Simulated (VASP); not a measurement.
# Li (P1) in VASP: further runs

The runs below take Li through single point, with PBE.

Everything below comes from runs of VASP 6.6.1. Logs are shortened: lines on timing, memory, paths and dates and some standing lists are left out, and cuts for length are marked.

## (1) The cell of the first run

The typed cell holds 16 atoms: a = 7.094 Å, b = 7.094 Å, c = 7.094 Å, α = 90.00°, β = 90.00°, γ = 90.00°.

## (2) Single point, PBE

Input file INCAR:

```
SYSTEM = Li
ALGO = Normal
EDIFF = 1E-6
ENCUT = 520
GGA = PE
ISIF = 2
ISMEAR = -1
LASPH = .TRUE.
LCHARG = .TRUE.
LELF = .TRUE.
LREAL = Auto
LVHAR = .TRUE.
LWAVE = .FALSE.
NBANDS = 38
NELM = 80
PREC = Accurate
SIGMA = 0.1
```

Input file KPOINTS:

```
k-points
0
G
  2 2 2
  0 0 0
```

Input file POSCAR:

```
Li
1.0
    7.0944470000      0.0000000000      0.0000000000
    0.0000000000      7.0944470000      0.0000000000
    0.0000000000      0.0000000000      7.0944470000
Li
16
Direct
    0.0369725787     -0.0279232476     -0.0528300514
    0.5716301778     -0.0427940331      0.0598919126
    0.0830085840      0.5849363594     -0.0653891699
    0.0359577004     -0.0853484422      0.4161141806
    0.2632763343      0.2210179313      0.2000155897
    0.4591337422      0.5416066961     -0.0238214480
    0.4551024202      0.0087674205      0.4129708771
    0.7736755240      0.2128707142      0.2147313244
    0.1054345744      0.4805448543      0.4495346854
    0.3097493011      0.6856912174      0.2098119839
    0.3434658121      0.2351839403      0.7775517951
    0.5064524409      0.4962049896      0.4399779151
    0.8398963302      0.6197100352      0.2258386031
    0.7377460146      0.2314909111      0.7029723388
    0.3269458493      0.8357945306      0.7245385017
    0.7581845350      0.8290991532      0.7180686528
```

Potentials or basis: VASP PAW PBE potentials, release 64 (Li_sv).

Command:

```
cat potpaw_PBE.64/Li_sv/POTCAR > POTCAR
mpirun -np 1 vasp_std > vasp.out
```

OUTCAR:

```text
SYSTEM = Li
   EDIFF = 1E-6
   ENCUT = 520
   GGA = PE
   ISIF = 2
   ISMEAR = -1
   LASPH = .TRUE.
   LREAL = Auto
   NELM = 80
   PREC = Accurate

 ion  position               nearest neighbor table
   1  0.037  0.972  0.947-
   2  0.572  0.957  0.060-   8 2.56
   3  0.083  0.585  0.935-
   4  0.036  0.915  0.416-
   5  0.263  0.221  0.200-   7 2.53
   6  0.459  0.542  0.976-  10 2.22
   7  0.455  0.009  0.413-   5 2.53
   8  0.774  0.213  0.215-   2 2.56
   9  0.105  0.481  0.450-
  10  0.310  0.686  0.210-   6 2.22  12 2.53
  11  0.343  0.235  0.778-
  12  0.506  0.496  0.440-  10 2.53
  13  0.840  0.620  0.226-
  14  0.738  0.231  0.703-
  15  0.327  0.836  0.725-
  16  0.758  0.829  0.718-

  LATTYP: Found a simple cubic cell.
 ALAT       =     7.0944470000

  Lattice vectors:

 A1 = (   7.0944470000,   0.0000000000,   0.0000000000)
 A2 = (   0.0000000000,   7.0944470000,   0.0000000000)
 A3 = (   0.0000000000,   0.0000000000,   7.0944470000)

Analysis of symmetry for initial positions (statically):
=====================================================================
 Subroutine PRICEL returns:
 Original cell was already a primitive cell.

 Routine SETGRP: Setting up the symmetry group for a
 simple cubic supercell.

 Subroutine GETGRP returns: Found  1 space group operations
 (whereof  1 operations were pure point group operations)
 out of a pool of 48 trial point group operations.

The static configuration has the point symmetry C_1 .

Analysis of symmetry for dynamics (positions and initial velocities):
=====================================================================
 Subroutine PRICEL returns:
 Original cell was already a primitive cell.

 Routine SETGRP: Setting up the symmetry group for a
 simple cubic supercell.

 Subroutine GETGRP returns: Found  1 space group operations
 (whereof  1 operations were pure point group operations)
 out of a pool of 48 trial point group operations.

The dynamic configuration has the point symmetry C_1 .

 Subroutine INISYM returns: Found  1 space group operations
 (whereof  1 operations are pure point group operations),
 and found     1 'primitive' translations

----------------------------------------------------------------------------------------

                                     Primitive cell

  volume of cell :     357.0719

  direct lattice vectors                    reciprocal lattice vectors
     7.094447000  0.000000000  0.000000000     0.140955313  0.000000000  0.000000000
     0.000000000  7.094447000  0.000000000     0.000000000  0.140955313  0.000000000
     0.000000000  0.000000000  7.094447000     0.000000000  0.000000000  0.140955313

  length of vectors
     7.094447000  7.094447000  7.094447000     0.140955313  0.140955313  0.140955313

  position of ions in fractional coordinates (direct lattice)
     0.036972579  0.972076752  0.947169949
     0.571630178  0.957205967  0.059891913
     0.083008584  0.584936359  0.934610830
     0.035957700  0.914651558  0.416114181
     0.263276334  0.221017931  0.200015590
     0.459133742  0.541606696  0.976178552
[... 8 lines left out ...]
     0.326945849  0.835794531  0.724538502
     0.758184535  0.829099153  0.718068653

  ion indices of the primitive-cell ions
   primitive index   ion index
                 1           1
                 2           2
                 3           3
                 4           4
                 5           5
                 6           6
[... 8 lines left out ...]
                15          15
                16          16

----------------------------------------------------------------------------------------

 KPOINTS: k-points

Automatic generation of k-mesh.
 Grid dimensions read from file:
 generate k-points for:    2    2    2

 Generating k-lattice:

  Cartesian coordinates                     Fractional coordinates (reciprocal lattice)
     0.070477657  0.000000000  0.000000000     0.500000000  0.000000000  0.000000000
     0.000000000  0.070477657  0.000000000     0.000000000  0.500000000  0.000000000
     0.000000000  0.000000000  0.070477657     0.000000000  0.000000000  0.500000000

  Length of vectors
     0.070477657  0.070477657  0.070477657

  Shift w.r.t. Gamma in fractional coordinates (k-lattice)
     0.000000000  0.000000000  0.000000000

 Subroutine IBZKPT returns following result:
 ===========================================

 Found      8 irreducible k-points:

 Following reciprocal coordinates:
            Coordinates               Weight
  0.000000  0.000000  0.000000      1.000000
  0.500000  0.000000  0.000000      1.000000
  0.000000  0.500000  0.000000      1.000000
  0.000000  0.000000  0.500000      1.000000
  0.500000  0.500000  0.000000      1.000000
  0.000000  0.500000  0.500000      1.000000
  0.500000  0.000000  0.500000      1.000000
  0.500000  0.500000  0.500000      1.000000
   k-points           NKPTS =      8   k-points in BZ     NKDIM =      8   number of bands    NBANDS=     38
   number of dos      NEDOS =    301   number of ions     NIONS =     16
   total plane-waves  NPLWV = 157464
   dimension x,y,z NGX =    54 NGY =   54 NGZ =   54
   dimension x,y,z NGXF=   108 NGYF=  108 NGZF=  108
   ions per type =              16
   NGX,Y,Z   is equivalent  to a cutoff of  12.65, 12.65, 12.65 a.u.
   NGXF,Y,Z  is equivalent  to a cutoff of  25.31, 25.31, 25.31 a.u.
 SYSTEM =  Li
   PREC   = accura    normal or accurate (medium, high low for compatibility)
   ISTART =      0    job   : 0-new  1-cont  2-samecut
   ICHARG =      2    charge: 1-file 2-atom 10-const
   ISPIN  =      1    spin polarized calculation?
   LNONCOLLINEAR =      F non collinear calculations
   LSORBIT =      F    spin-orbit coupling
   LASPH  =      T    aspherical Exc in radial PAW
   ENCUT  =  520.0 eV  38.22 Ry    6.18 a.u.  13.19 13.19 13.19*2*pi/ulx,y,z
   NELM   =     80;   NELMIN=  2; NELMDL= -5     # of ELM steps
   EDIFF  = 0.1E-05   stopping-criterion for ELM
   LREAL  =      T    real-space projection
   EDIFFG = 0.1E-04   stopping-criterion for IOM
   NSW    =      0    number of steps for IOM
   IBRION =     -1    ionic relax: 0-MD 1-quasi-New 2-CG
   NFREE  =      0    steps in history (QN), initial steepest desc. (CG)
   ISIF   =      2    stress and relaxation
   ISYM   =      2    0-nonsym 1-usesym 2-fastsym
   POTIM  = 0.5000    time-step for ionic-motion
   TEBEG  =    0.0;   TEEND  =   0.0 temperature during run
   PSTRESS=    0.0 pullay stress
   NELECT =      48.0000    total number of electrons
   NUPDOWN=      -1.0000    fix difference up-down
   EMIN   =  10.00;   EMAX   =-10.00  energy-range for DOS
   EFERMI =   0.00;   METHOD = LEGACY
   ISMEAR =    -1;   SIGMA  =   0.10  broadening in eV -4-tet -1-fermi 0-gaus
   EFERMI_NEDOS =   21; number of points for ismear=-14 and -15
   IALGO  =     38    algorithm
   IMIX   =      4    mixing-type and parameters
     AMIX     =   0.40;   BMIX     =  1.00
     AMIX_MAG =   1.60;   BMIX_MAG =  1.00
  volume/ion in A,a.u.               =      22.32       150.60
  Fermi-wavevector in a.u.,A,eV,Ry     =   0.838629  1.584780  9.568965  0.703299
  Thomas-Fermi vector in A             =   1.952715
   LORBIT       =      0    0 simple, 1 ext, 2 COOP (PROOUT), +10 PAW based schemes
   GGA     = PE    functional components
   LHFCALC =     F    Hartree Fock is set to
   AEXX    =    0.0000 exact exchange contribution
   IVDW    =     0    specifies the selected vdW correction
   LEPSILON=     F    determine dielectric tensor
   LRPA    =     F    only Hartree local field effects (RPA)
 non-spin polarized calculation
  energy-cutoff  :      520.00
  volume of cell :      357.07
 maximum number of plane-waves:      9771
 NGX is ok and might be reduce to    54
   NGX = 27   NGY = 27   NGZ = 27

 number of electron      48.0000011 magnetization

 Free energy of the ion-electron system (eV)
  ---------------------------------------------------
  ext. energy  EPLUGINS =         0.00000000
  ---------------------------------------------------
  free energy    TOTEN  =       -28.31399054 eV

  energy without entropy =      -28.02660626  energy(sigma->0) =      -28.17029840

 E-fermi :   0.1834     XC(G=0):  -6.7730

 val. band max:        0.1618529173   @ k =   0.5000   0.5000   0.0000
 cond. band min:       0.2042665413   @ k =   0.0000   0.5000   0.5000
 fundamental gap:      0.0424136239
 Fermi energy:         0.1834288140

 k-point     1 :       0.0000    0.0000    0.0000
  band No.  band energies     occupation
      1     -46.8300      2.00000
      2     -46.6509      2.00000
      3     -46.6262      2.00000
      4     -46.5269      2.00000
      5     -46.5027      2.00000
      6     -46.4937      2.00000
[... 28 lines left out ...]
     35       3.0975      0.00000
     36       3.5437      0.00000

 k-point     2 :       0.5000    0.0000    0.0000
  band No.  band energies     occupation
      1     -46.8300      2.00000
      2     -46.6508      2.00000
      3     -46.6262      2.00000
      4     -46.5268      2.00000
      5     -46.5027      2.00000
      6     -46.4937      2.00000
[... 28 lines left out ...]
     35       3.1091      0.00000
     36       3.2062      0.00000

 k-point     3 :       0.0000    0.5000    0.0000
  band No.  band energies     occupation
      1     -46.8300      2.00000
      2     -46.6508      2.00000
      3     -46.6262      2.00000
      4     -46.5268      2.00000
      5     -46.5026      2.00000
      6     -46.4937      2.00000
[... 28 lines left out ...]
     35       3.3192      0.00000
     36       3.4356      0.00000
[... 118 lines left out ...]
 k-point     7 :       0.5000    0.0000    0.5000
  band No.  band energies     occupation
      1     -46.8300      2.00000
      2     -46.6508      2.00000
      3     -46.6261      2.00000
      4     -46.5267      2.00000
      5     -46.5027      2.00000
      6     -46.4937      2.00000
[... 28 lines left out ...]
     35       3.7666      0.00000
     36       4.1263      0.00000

 k-point     8 :       0.5000    0.5000    0.5000
  band No.  band energies     occupation
      1     -46.8300      2.00000
      2     -46.6508      2.00000
      3     -46.6261      2.00000
      4     -46.5267      2.00000
      5     -46.5027      2.00000
      6     -46.4937      2.00000
[... 28 lines left out ...]
     35       3.0066      0.00000
     36       3.2136      0.00000
 [bands above 36 left out]

------------------------ aborting loop because EDIFF is reached ----------------------------------------

  FORCE on cell =-STRESS in cart. coord.  units (eV):
  Direction    XX          YY          ZZ          XY          YZ          ZX
  --------------------------------------------------------------------------------------
  -------------------------------------------------------------------------------------
  Total        0.5276039     -0.7976808      0.2302583      0.3628565      0.4784602     -0.6758117
  in kB        2.3673526     -3.5791845      1.0331663      1.6281331      2.1468455     -3.0323591
  external PRESSURE =      -0.0595552 kB  Pullay stress =       0.0000000 kB

 VOLUME and BASIS-vectors are now :
 -----------------------------------------------------------------------------
  energy-cutoff  :      520.00
  volume of cell :      357.07
      direct lattice vectors                 reciprocal lattice vectors
     7.094447000  0.000000000  0.000000000     0.140955313  0.000000000  0.000000000
     0.000000000  7.094447000  0.000000000     0.000000000  0.140955313  0.000000000
     0.000000000  0.000000000  7.094447000     0.000000000  0.000000000  0.140955313

 POSITION                                       TOTAL-FORCE (eV/Angst)
 -----------------------------------------------------------------------------------
      0.26230      6.89635      6.71965         0.072270      0.214946      0.334267
      4.05540      6.79085      0.42490        -0.123264     -0.287772     -0.428277
      0.58890      4.14980      6.63055        -0.355157     -0.449333     -0.371700
      0.25510      6.48895      2.95210         0.002608      0.218203      0.066642
      1.86780      1.56800      1.41900        -0.167692      0.303105     -0.320883
      3.25730      3.84240      6.92545         0.972435     -0.431012     -0.471756
[... 8 lines left out ...]
      2.31950      5.92950      5.14020         0.005804     -0.320783     -0.073317
      5.37890      5.88200      5.09430        -0.196559     -0.453919     -0.206413
 -----------------------------------------------------------------------------------
    total drift:                                0.000690      0.000989     -0.005798

  FREE ENERGIE OF THE ION-ELECTRON SYSTEM (eV)
  ---------------------------------------------------
  free  energy   TOTEN  =       -28.3139905350 eV

  energy  without entropy=      -28.0266062597  energy(sigma->0) =      -28.17029840
```

Wall time 2.8 min (1 thread of Intel Xeon Platinum 8259CL at 2.50GHz (Skylake/Cascade Lake), shared host); peak memory 0.38 GiB.

Results:

* Free energy: -28.3140 eV
* Largest force: 1.164 eV/Å
* Band gap on the k mesh: zero (bands 24 and 25 overlap by 0.64 eV)

Forces in eV/Å, atoms in the order of the input:
```
Li   0.072  0.215  0.334
Li  -0.123 -0.288 -0.428
Li  -0.355 -0.449 -0.372
Li   0.003  0.218  0.067
Li  -0.168  0.303 -0.321
Li   0.972 -0.431 -0.472
Li   0.362 -0.092  0.395
Li   0.193  0.313  0.067
Li  -0.093 -0.223  0.617
Li  -0.480  0.869  0.369
Li  -0.249 -0.081 -0.179
Li   0.274 -0.095  0.354
Li  -0.472  0.359 -0.165
Li   0.256  0.156  0.015
Li   0.006 -0.321 -0.073
Li  -0.197 -0.454 -0.206
```

Caveat: the k points lie up to 0.44 Å⁻¹ apart, too coarse for converged energies and pressures of a metal; the cutoff is under 1.25 times the usual one of these potentials, so pressure, stress and relaxed cells hold a basis-set (Pulay) error; forces of over 1 eV/Å act on the atoms, so gaps and moduli don't describe the material at rest.

## (3) Single point, PBE

Input file INCAR:

```
SYSTEM = Li
  ALGO = Normal
  EDIFF = 1E-6
  ENCUT = 520
  GGA = PE
  ISIF = 2
  ISMEAR = -1
  LASPH = .TRUE.
  LCHARG = .FALSE.
  LREAL = Auto
  LWAVE = .FALSE.
  NBANDS = 38
  NELM = 60
  PREC = Accurate
  SIGMA = 0.1
```

KPOINTS is that of step 2.

Input file POSCAR:

```
Li
1.0
    7.0944470000      0.0000000000      0.0000000000
    0.0000000000      7.0944470000      0.0000000000
    0.0000000000      0.0000000000      7.0944470000
Li
16
Direct
    0.1079294834      0.0611746060     -0.0936084236
    0.6146920260     -0.0248786128     -0.0402145509
    0.0574815768      0.6450115139     -0.0655160296
    0.0229475250      0.1001346546      0.3663287639
    0.2704086731      0.3373906381      0.2293765814
    0.5362644897      0.5622425539     -0.1078731013
    0.5281313681      0.0627955921      0.4249379832
    0.8287608604      0.3276647214      0.1322724661
   -0.0152231738      0.4957116460      0.4457288919
    0.2505762606      0.7502346554      0.1951526313
    0.2142520763      0.3932794198      0.7058478272
    0.5348972231      0.5554626034      0.4706920779
    0.7973701121      0.7678681651      0.2153938143
    0.8506089340      0.2182974938      0.7177303601
    0.2913969193      0.7830208612      0.6300843462
    0.8240388574      0.7985682323      0.6700451776
```

Potentials or basis: VASP PAW PBE potentials, release 64 (Li_sv).

Command:

```
cat potpaw_PBE.64/Li_sv/POTCAR > POTCAR
mpirun -np 1 vasp_std > vasp.out
```

OUTCAR:

```text
SYSTEM = Li
   EDIFF = 1E-6
   ENCUT = 520
   GGA = PE
   ISIF = 2
   ISMEAR = -1
   LASPH = .TRUE.
   LREAL = Auto
   NELM = 60
   PREC = Accurate

 ion  position               nearest neighbor table
   1  0.108  0.061  0.906-  14 2.52
   2  0.615  0.975  0.960-
   3  0.057  0.645  0.934-  10 2.42
   4  0.023  0.100  0.366-
   5  0.270  0.337  0.229-
   6  0.536  0.562  0.892-
   7  0.528  0.063  0.425-
[... 529 lines left out ...]
  -------------------------------------------------------------------------------------
  Total       -1.2821356     -0.2733184     -0.1235249     -0.5787155     -0.5313552      1.2005563
  in kB       -5.7529276     -1.2263767     -0.5542550     -2.5966895     -2.3841847      5.3868822
  external PRESSURE =      -2.5111864 kB  Pullay stress =       0.0000000 kB

 VOLUME and BASIS-vectors are now :
 -----------------------------------------------------------------------------
  energy-cutoff  :      520.00
  volume of cell :      357.07
      direct lattice vectors                 reciprocal lattice vectors
     7.094447000  0.000000000  0.000000000     0.140955313  0.000000000  0.000000000
     0.000000000  7.094447000  0.000000000     0.000000000  0.140955313  0.000000000
     0.000000000  0.000000000  7.094447000     0.000000000  0.000000000  0.140955313

 POSITION                                       TOTAL-FORCE (eV/Angst)
 -----------------------------------------------------------------------------------
      0.76570      0.43400      6.43035         0.265771     -0.258433      0.383953
      4.36090      6.91795      6.80915        -0.425003      0.216664     -0.026930
      0.40780      4.57600      6.62965        -0.441548     -0.378588     -0.150796
      0.16280      0.71040      2.59890        -0.005220     -0.643303      0.281321
      1.91840      2.39360      1.62730         0.272997      0.142567     -0.415638
      3.80450      3.98880      6.32915         0.105201     -0.100155      0.221082
[... 8 lines left out ...]
      2.06730      5.55510      4.47010        -0.283701      0.408434      0.015844
      5.84610      5.66540      4.75360         0.070895      0.006504     -0.202895
 -----------------------------------------------------------------------------------
    total drift:                                0.008919      0.006194      0.008747

  FREE ENERGIE OF THE ION-ELECTRON SYSTEM (eV)
  ---------------------------------------------------
  free  energy   TOTEN  =       -28.7806708227 eV

  energy  without entropy=      -28.4746657180  energy(sigma->0) =      -28.62766827
```

Run time: 3 min. Hardware: 1 thread of Intel Xeon Platinum 8259CL at 2.50GHz (Skylake/Cascade Lake), shared host; peak memory 0.37 GiB.

Results:

* Free energy: -28.7807 eV
* Largest force: 0.707 eV/Å
* Band gap on the k mesh: zero (bands 24 and 25 overlap by 0.75 eV)

Forces in eV/Å, atoms in the order of the input:
```
Li   0.266 -0.258  0.384
Li  -0.425  0.217 -0.027
Li  -0.442 -0.379 -0.151
Li  -0.005 -0.643  0.281
Li   0.273  0.143 -0.416
Li   0.105 -0.100  0.221
Li   0.114  0.071  0.072
Li  -0.193  0.128 -0.223
Li  -0.068  0.353  0.039
Li   0.379  0.262  0.405
Li   0.351 -0.370 -0.045
Li   0.337 -0.275 -0.228
Li   0.054  0.042  0.118
Li  -0.534  0.394 -0.243
Li  -0.284  0.408  0.016
Li   0.071  0.007 -0.203
```

Caveat: the k points lie up to 0.44 Å⁻¹ apart, too coarse for converged energies and pressures of a metal; the cutoff is under 1.25 times the usual one of these potentials, so pressure, stress and relaxed cells hold a basis-set (Pulay) error.

[end of part 1 of 2]

The gap in the log of VASP goes by the Fermi energy; the results here count the filled bands.